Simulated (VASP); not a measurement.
# Y (P6_3/mmc) in VASP: further runs

The runs below take Y through single point, relaxation of cell and atoms, with PBEsol.

All numbers are computed with VASP 6.6.1; they aren't measurements. Logs are shortened: lines on timing, memory, paths and dates and some standing lists are left out, and cuts for length are marked.

### 1 The cell of the first run

It takes space group P6_3/mmc (No. 194, hexagonal). The conventional cell has a = 3.599 Å, b = 3.599 Å, c = 5.582 Å, α = 90.00°, β = 90.00°, γ = 120.00°. Y (site symmetry -6m2) has 12 Y at 3.48 to 3.60 Å within 4.6 Å.

### 2 Single point, PBEsol

INCAR reads:

```
SYSTEM = Y
ALGO = Fast
EDIFF = 1E-7
ENCUT = 520
GGA = PS
ISIF = 2
ISMEAR = 0
LASPH = .TRUE.
LCHARG = .FALSE.
LREAL = .FALSE.
LWAVE = .FALSE.
NBANDS = 18
NELM = 80
PREC = Accurate
SIGMA = 0.1
```

KPOINTS reads:

```
k-points
0
G
  15 15 8
  0 0 0
```

POSCAR reads:

```
Y
1.0
    3.5992243451      0.0000000000      0.0000000000
   -1.7996121726      3.1170197168      0.0000000000
    0.0000000000      0.0000000000      5.5816921987
Y
2
Direct
    0.3333333333      0.6666666667      0.2500000000
    0.6666666667      0.3333333333      0.7500000000
```

Potentials or basis: VASP PAW PBE potentials, release 64 (Y_sv).

Run with:

```console
$ cat potpaw_PBE.64/Y_sv/POTCAR > POTCAR
$ mpirun -np 1 vasp_std > vasp.out
```

OUTCAR:

```text
SYSTEM = Y
   EDIFF = 1E-7
   ENCUT = 520
   GGA = PS
   ISIF = 2
   ISMEAR = 0
   LASPH = .TRUE.
   LREAL = .FALSE.
   NELM = 80
   PREC = Accurate

 ion  position               nearest neighbor table
   1  0.333  0.667  0.250-   2 3.48   2 3.48   2 3.48   2 3.48   2 3.48   2 3.48
   2  0.667  0.333  0.750-   1 3.48   1 3.48   1 3.48   1 3.48   1 3.48   1 3.48

  LATTYP: Found a hexagonal cell.
 ALAT       =     3.5992243451
 C/A-ratio  =     1.5508041910

  Lattice vectors:

 A1 = (   3.5992243451,   0.0000000000,   0.0000000000)
 A2 = (  -1.7996121726,   3.1170197168,   0.0000000000)
 A3 = (   0.0000000000,   0.0000000000,   5.5816921987)

Analysis of symmetry for initial positions (statically):
=====================================================================
 Subroutine PRICEL returns:
 Original cell was already a primitive cell.

 Routine SETGRP: Setting up the symmetry group for a
 hexagonal supercell.

 Subroutine GETGRP returns: Found 24 space group operations
 (whereof 12 operations were pure point group operations)
 out of a pool of 24 trial point group operations.

The static configuration has the point symmetry D_3d.
 The point group associated with its full space group is D_6h.

Analysis of symmetry for dynamics (positions and initial velocities):
=====================================================================
 Subroutine PRICEL returns:
 Original cell was already a primitive cell.

 Routine SETGRP: Setting up the symmetry group for a
 hexagonal supercell.

 Subroutine GETGRP returns: Found 24 space group operations
 (whereof 12 operations were pure point group operations)
 out of a pool of 24 trial point group operations.

The dynamic configuration has the point symmetry D_3d.
 The point group associated with its full space group is D_6h.

 Subroutine INISYM returns: Found 24 space group operations
 (whereof 12 operations are pure point group operations),
 and found     1 'primitive' translations

----------------------------------------------------------------------------------------

                                     Primitive cell

  volume of cell :      62.6202

  direct lattice vectors                    reciprocal lattice vectors
     3.599224345  0.000000000  0.000000000     0.277837641  0.160409637  0.000000000
    -1.799612173  3.117019717  0.000000000     0.000000000  0.320819273  0.000000000
     0.000000000  0.000000000  5.581692199     0.000000000  0.000000000  0.179157138

  length of vectors
     3.599224345  3.599224345  5.581692199     0.320819273  0.320819273  0.179157138

  position of ions in fractional coordinates (direct lattice)
     0.333333333  0.666666667  0.250000000
     0.666666667  0.333333333  0.750000000

  ion indices of the primitive-cell ions
   primitive index   ion index
                 1           1
                 2           2

----------------------------------------------------------------------------------------

 KPOINTS: k-points

Automatic generation of k-mesh.
 Grid dimensions read from file:
 generate k-points for:   15   15    8

 Generating k-lattice:

  Cartesian coordinates                     Fractional coordinates (reciprocal lattice)
     0.018522509  0.010693976  0.000000000     0.066666667  0.000000000  0.000000000
     0.000000000  0.021387952  0.000000000     0.000000000  0.066666667  0.000000000
     0.000000000  0.000000000  0.022394642     0.000000000  0.000000000  0.125000000

  Length of vectors
     0.021387952  0.021387952  0.022394642

  Shift w.r.t. Gamma in fractional coordinates (k-lattice)
     0.000000000  0.000000000  0.000000000

 Subroutine IBZKPT returns following result:
 ===========================================

 Found    135 irreducible k-points:

 Following reciprocal coordinates:
            Coordinates               Weight
  0.000000  0.000000  0.000000      1.000000
  0.066667 -0.000000  0.000000      6.000000
  0.133333  0.000000  0.000000      6.000000
  0.200000  0.000000  0.000000      6.000000
  0.266667  0.000000  0.000000      6.000000
  0.333333  0.000000  0.000000      6.000000
[... 16 lines left out ...]
  0.333333  0.200000  0.000000     12.000000
  0.400000  0.200000  0.000000      6.000000
 [... further k-points ...]
   k-points           NKPTS =    135   k-points in BZ     NKDIM =    135   number of bands    NBANDS=     18
   number of dos      NEDOS =    301   number of ions     NIONS =      2
   total plane-waves  NPLWV =  32928
   dimension x,y,z NGX =    28 NGY =   28 NGZ =   42
   dimension x,y,z NGXF=    56 NGYF=   56 NGZF=   84
   ions per type =               2
   NGX,Y,Z   is equivalent  to a cutoff of  12.93, 12.93, 12.51 a.u.
   NGXF,Y,Z  is equivalent  to a cutoff of  25.87, 25.87, 25.02 a.u.
 SYSTEM =  Y
   PREC   = accura    normal or accurate (medium, high low for compatibility)
   ISTART =      0    job   : 0-new  1-cont  2-samecut
   ICHARG =      2    charge: 1-file 2-atom 10-const
   ISPIN  =      1    spin polarized calculation?
   LNONCOLLINEAR =      F non collinear calculations
   LSORBIT =      F    spin-orbit coupling
   LASPH  =      T    aspherical Exc in radial PAW
   ENCUT  =  520.0 eV  38.22 Ry    6.18 a.u.   6.69  6.69 10.38*2*pi/ulx,y,z
   NELM   =     80;   NELMIN=  2; NELMDL= -5     # of ELM steps
   EDIFF  = 0.1E-06   stopping-criterion for ELM
   LREAL  =      F    real-space projection
   EDIFFG = 0.1E-05   stopping-criterion for IOM
   NSW    =      0    number of steps for IOM
   IBRION =     -1    ionic relax: 0-MD 1-quasi-New 2-CG
   NFREE  =      0    steps in history (QN), initial steepest desc. (CG)
   ISIF   =      2    stress and relaxation
   ISYM   =      2    0-nonsym 1-usesym 2-fastsym
   POTIM  = 0.5000    time-step for ionic-motion
   TEBEG  =    0.0;   TEEND  =   0.0 temperature during run
   PSTRESS=    0.0 pullay stress
   NELECT =      22.0000    total number of electrons
   NUPDOWN=      -1.0000    fix difference up-down
   EMIN   =  10.00;   EMAX   =-10.00  energy-range for DOS
   EFERMI =   0.00;   METHOD = LEGACY
   ISMEAR =     0;   SIGMA  =   0.10  broadening in eV -4-tet -1-fermi 0-gaus
   EFERMI_NEDOS =   21; number of points for ismear=-14 and -15
   IALGO  =     68    algorithm
   IMIX   =      4    mixing-type and parameters
     AMIX     =   0.40;   BMIX     =  1.00
     AMIX_MAG =   1.60;   BMIX_MAG =  1.00
  volume/ion in A,a.u.               =      31.31       211.29
  Fermi-wavevector in a.u.,A,eV,Ry     =   1.155166  2.182947 18.155719  1.334408
  Thomas-Fermi vector in A             =   2.291796
   LORBIT       =      0    0 simple, 1 ext, 2 COOP (PROOUT), +10 PAW based schemes
   GGA     = PS    functional components
   LHFCALC =     F    Hartree Fock is set to
   AEXX    =    0.0000 exact exchange contribution
   IVDW    =     0    specifies the selected vdW correction
   LEPSILON=     F    determine dielectric tensor
   LRPA    =     F    only Hartree local field effects (RPA)
 non-spin polarized calculation
 RMM-DIIS sequential band-by-band and
 Gauss-broadening in eV      SIGMA  =   0.10
  energy-cutoff  :      520.00
  volume of cell :       62.62
 maximum number of plane-waves:      1725
 NGX is ok and might be reduce to    28
   NGX = 13   NGY = 13   NGZ = 21

 number of electron      22.0000002 magnetization

 Free energy of the ion-electron system (eV)
  ---------------------------------------------------
  ext. energy  EPLUGINS =         0.00000000
  ---------------------------------------------------
  free energy    TOTEN  =       -13.64921051 eV

  energy without entropy =      -13.63187950  energy(sigma->0) =      -13.64054501

 E-fermi :   3.1112     XC(G=0):  -9.7220

 val. band max:        3.1001136106   @ k =   0.3333   0.2667   0.3750
 cond. band min:       3.1245167769   @ k =   0.3333   0.2667   0.5000
 fundamental gap:      0.0244031663
 Fermi energy:         3.1111859516

 k-point     1 :       0.0000    0.0000    0.0000
  band No.  band energies     occupation
      1     -39.3654      2.00000
      2     -39.2701      2.00000
      3     -19.7349      2.00000
      4     -19.1725      2.00000
      5     -19.1725      2.00000
      6     -19.0615      2.00000
[... 10 lines left out ...]
     17       5.9313      0.00000
     18       5.9313      0.00000

 k-point     2 :       0.0667   -0.0000    0.0000
  band No.  band energies     occupation
      1     -39.3627      2.00000
      2     -39.2693      2.00000
      3     -19.7256      2.00000
      4     -19.1910      2.00000
      5     -19.1790      2.00000
      6     -19.0812      2.00000
[... 10 lines left out ...]
     17       5.7972      0.00000
     18       5.8337      0.00000

 k-point     3 :       0.1333    0.0000    0.0000
  band No.  band energies     occupation
      1     -39.3549      2.00000
      2     -39.2669      2.00000
      3     -19.6982      2.00000
      4     -19.2435      2.00000
      5     -19.1969      2.00000
      6     -19.1359      2.00000
[... 10 lines left out ...]
     17       5.8128      0.00000
     18       5.8862      0.00000

 k-point     4 :       0.2000    0.0000    0.0000
  band No.  band energies     occupation
      1     -39.3431      2.00000
      2     -39.2638      2.00000
      3     -19.6552      2.00000
      4     -19.3212      2.00000
      5     -19.2224      2.00000
      6     -19.2139      2.00000
[... 375 lines left out ...]
      4     -19.4656      2.00000
      5     -19.4489      2.00000
      6     -19.3127      2.00000
[... 10 lines left out ...]
     17       7.7907      0.00000
     18       8.6144      0.00000

 k-point    23 :       0.3333    0.2000    0.0000
  band No.  band energies     occupation
      1     -39.2872      2.00000
      2     -39.2616      2.00000
      3     -19.5476      2.00000
      4     -19.4460      2.00000
      5     -19.4125      2.00000
      6     -19.3576      2.00000
[... 10 lines left out ...]
     17       8.1323      0.00000
     18       8.6317      0.00000

 k-point    24 :       0.4000    0.2000    0.0000
  band No.  band energies     occupation
      1     -39.2826      2.00000
      2     -39.2632      2.00000
      3     -19.5617      2.00000
      4     -19.4375      2.00000
      5     -19.3866      2.00000
      6     -19.3813      2.00000
[... 10 lines left out ...]
     17       8.2937      0.00000
     18       8.6502      0.00000

 [... further k-points ...]

------------------------ aborting loop because EDIFF is reached ----------------------------------------

  FORCE on cell =-STRESS in cart. coord.  units (eV):
  Direction    XX          YY          ZZ          XY          YZ          ZX
  --------------------------------------------------------------------------------------
  -------------------------------------------------------------------------------------
  Total       -0.0526184     -0.0526184     -0.0488800      0.0000000      0.0000000     -0.0000000
  in kB       -1.3462752     -1.3462752     -1.2506253      0.0000000      0.0000000     -0.0000000
  external PRESSURE =      -1.3143919 kB  Pullay stress =       0.0000000 kB

 VOLUME and BASIS-vectors are now :
 -----------------------------------------------------------------------------
  energy-cutoff  :      520.00
  volume of cell :       62.62
      direct lattice vectors                 reciprocal lattice vectors
     3.599224345  0.000000000  0.000000000     0.277837641  0.160409637  0.000000000
    -1.799612173  3.117019717  0.000000000     0.000000000  0.320819273  0.000000000
     0.000000000  0.000000000  5.581692199     0.000000000  0.000000000  0.179157138

 POSITION                                       TOTAL-FORCE (eV/Angst)
 -----------------------------------------------------------------------------------
     -0.00000      2.07801      1.39542        -0.000000      0.000000      0.000000
      1.79961      1.03901      4.18627         0.000000     -0.000000      0.000000
 -----------------------------------------------------------------------------------
    total drift:                               -0.000000      0.000000     -0.000000

  FREE ENERGIE OF THE ION-ELECTRON SYSTEM (eV)
  ---------------------------------------------------
  free  energy   TOTEN  =       -13.6492105089 eV

  energy  without entropy=      -13.6318795027  energy(sigma->0) =      -13.64054501
```

Wall time 2.5 min (1 thread of AMD EPYC 9R45 (Zen 5), shared host); peak memory 0.26 GiB.

Results:

```yaml
Free_energy: -13.6492 eV
Pressure: -0.1 GPa
Band_gap_on_the_k_mesh: zero (bands 11 and 12 overlap by 1.59 eV)
```

Caveat: the PAW data sets were made with another functional, which shifts forces and pressure a little.

### 3 Relaxation of cell and atoms, PBEsol

This run uses another cell than the first one, of 32.83 Å³/atom.

INCAR reads:

```
PREC = Accurate
ENCUT = 600
EDIFF = 1E-7
ISMEAR = 0
SIGMA = 0.1
LREAL = False
LASPH = True
NELM = 60
ALGO = Fast
ISIF = 3
LWAVE = False
LCHARG = False
GGA = PS
IBRION = 2
NSW = 70
EDIFFG = -0.005
```

KPOINTS reads:

```
regular mesh
0
Gamma
  15 15 8
```

POSCAR reads:

```
Y
1.0
    3.6549408269      0.0000000000      0.0000000000
   -1.8274704135      3.1652716054      0.0000000000
    0.0000000000      0.0000000000      5.6754605045
Y
2
Direct
    0.3333333333      0.6666666667      0.2500000000
    0.6666666667      0.3333333333      0.7500000000
```

Potentials or basis: VASP PAW PBE potentials, release 64 (Y_sv).

Run with:

```console
$ cat potpaw_PBE.64/Y_sv/POTCAR > POTCAR
$ mpirun -np 1 vasp_std > vasp.out
```

It took 6.8 min on 1 thread of AMD EPYC 9R45 (Zen 5), shared host; peak memory 0.31 GiB.

It converged, with:

* Free energy: -13.6497 eV
* Relaxed volume: 31.22 Å³/atom
* Relaxed cell: a = 3.595 Å, b = 3.595 Å, c = 5.578 Å, α = 90.00°, β = 90.00°, γ = 120.00°
* Space group after relaxing (to 0.1 Å): P6_3/mmc (No. 194)
* Energy gained by relaxing: 10.4 meV/atom
* Ionic steps: 3
* Pressure after relaxing: 0.0 GPa
* Band gap on the k mesh: zero (bands 11 and 12 overlap by 1.60 eV)

The path:
```csv
step,energy change (eV),largest force (eV/Å),pressure (GPa),volume (Å³)
1,0.0000,0.0000,-2.00,65.66
2,-0.0201,0.0000,0.43,61.84
3,-0.0209,0.0000,0.00,62.44
```

Final structure:
```
Y
1.0
     3.59517    0.00000    0.00000
    -1.79758    3.11350    0.00000
     0.00000    0.00000    5.57805
Y
2
Direct
  0.33333 0.66667 0.25000
  0.66667 0.33333 0.75000
```

Levels at points of the mesh, in eV from the Fermi level:
```
           k point  band 7  band 8  band 9  band 10  band 11  band 12  band 13  band 14  band 15
(0.00, 0.00, 0.00)  -22.16  -22.12   -4.77    -1.93     1.15     1.77     1.77     2.19     2.44
(0.00, 0.00, 0.50)  -22.22  -22.22   -3.25    -3.25     1.02     1.02     1.67     1.67     1.67
```

Caveat: the PAW data sets were made with another functional, which shifts forces and pressure a little.
